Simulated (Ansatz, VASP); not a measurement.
**GaSb in VASP and in Ansatz**

The input INCAR:

```
PREC = Accurate
ENCUT = 600
EDIFF = 1E-7
ISMEAR = -1
SIGMA = 0.08
LREAL = F
LASPH = T
NELM = 60
ALGO = Normal
ISIF = 3
LWAVE = F
LCHARG = F
GGA = PE
IBRION = 2
NSW = 100
EDIFFG = -0.005
```

File KPOINTS:

```
Automatic mesh
0
Gamma
  9 9 9
```

File POSCAR:

```
GaSb
1.0
    0.0000000000      3.1426434160      3.1426434160
    3.1426434160      0.0000000000      3.1426434160
    3.1426434160      3.1426434160      0.0000000000
Ga Sb
1 1
Direct
    0.0000000000      0.0000000000      0.0000000000
    0.2500000000      0.2500000000      0.2500000000
```

Input for Ansatz:

```yaml
crystal:
  lattice:
    - [0.0, 3.142643416, 3.142643416]
    - [3.142643416, 0.0, 3.142643416]
    - [3.142643416, 3.142643416, 0.0]
  atoms:
    - { symbol: Ga, position: [0.0, 0.0, 0.0] }
    - { symbol: Sb, position: [0.25, 0.25, 0.25] }
kpoints:
  mp_grid: { grid: [9, 9, 9] }
scf:
  occupations: { method: fermi_dirac, width: 0.08 }
hamiltonian:
  xc: pbe
  pseudopotentials: { kind: paw }
output:
  forces: true
  stress: true
relax:
  f_tol: 0.005
  max_steps: 80
  cell: {}
```

Alike in both runs: task relaxation of cell and atoms; functional PBE; k mesh 9 × 9 × 9; occupations fermi-dirac, width 0.08 eV; no spin polarisation.

|  | VASP | Ansatz |
| --- | --- | --- |
| version | VASP 6.6.1 | Ansatz 0.2.0 |
| potentials or method | VASP PAW PBE potentials, release 64 (Ga_d, Sb) | PAW with Ansatz's default frozen-core files, scalar-relativistic |
| plane-wave cutoff (eV) | 600 | 420 |
| valence electrons in the cell | 18 | 28 |

```tsv
	VASP	Ansatz	Ansatz less VASP
relaxed volume (Å³/atom)	30.03	30.02	-0.008
relaxed cell length with the largest relative difference (Å)	4.396	4.395	-0.0004
```

VASP's potentials hold 18 valence electrons a cell and Ansatz's 28, so a difference there can come from the potentials and not from the codes.

Spin-orbit coupling is off throughout.
